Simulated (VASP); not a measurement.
Here is a VASP 6.6.1 calculation.

INCAR

```
  ALGO = Fast
  EDIFF = 1E-6
  ENCUT = 520
  GGA = PE
  ISIF = 2
  ISMEAR = 0
  LASPH = True
  LCHARG = False
  LREAL = False
  LWAVE = False
  NBANDS = 7
  NELM = 100
  PREC = Accurate
  SIGMA = 0.15
```

Contents of KPOINTS:

```
k-points
0
Gamma
  20 20 20
```

Contents of POSCAR:

```
Mg
1.0
   -1.7662358519      1.7662358519      1.7430981622
    1.7662358519     -1.7662358519      1.7430981622
    1.7662358519      1.7662358519     -1.7430981622
Mg
1
Direct
    0.0000000000      0.0000000000      0.0000000000
```

Potentials or basis: VASP PAW PBE potentials, release 64 (Mg).

Launch:

```console
$ cat potpaw_PBE.64/Mg/POTCAR > POTCAR
$ mpirun -np 1 vasp_std > vasp.out
```

(1) Estimate the pressure.

(2) What does it give for the band gap on the k mesh?

Answers

(1) 1.9 GPa.

(2) zero (band 1 reaches 6.85 eV, above the bottom of band 2 at 1.97 eV).
